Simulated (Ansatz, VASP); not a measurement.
**AlCo: VASP beside Ansatz**

```
Al Co
1.0
     2.93746    0.00000    0.00000
     0.00000    2.93746    0.00000
     0.00000    0.00000    2.85190
Al Co
1 1
Direct
  0.00000 0.00000 0.00000
  0.50000 0.50000 0.50000
```

Change from the starting cell: strain +0.0300 x Voigt [1, 1, 0, 0, 0, 0], atoms carried along.

Alike in both runs: task single point; functional PBE; k mesh 22 × 22 × 22; occupations gaussian, width 0.15 eV; no spin polarisation.

|  | VASP | Ansatz |
| --- | --- | --- |
| version | VASP 6.6.1 | Ansatz 0.2.0 |
| potentials or method | VASP PAW PBE potentials, release 64 (Al, Co), cutoff 520 eV | scalar-relativistic, plane waves, PAW |
| valence electrons in the cell | 12 | 20 |

|  | VASP | Ansatz | Ansatz less VASP |
| --- | --- | --- | --- |
| gap on the k mesh at the Fermi level (eV) | none | none | - |
| pressure (GPa) | -9.4 | -9.2 | +0.26 |
| traceless stress, the component that is largest in VASP (GPa) | 2.96 | 2.96 | +0.005 |

A gap of «none» marks a metal or a gap that the smearing closes. With one functional, cell and mesh, what is left measures potentials, basis and numerics. VASP's potentials hold 12 valence electrons a cell and Ansatz's 20, so a difference there can come from the potentials and not from the codes.
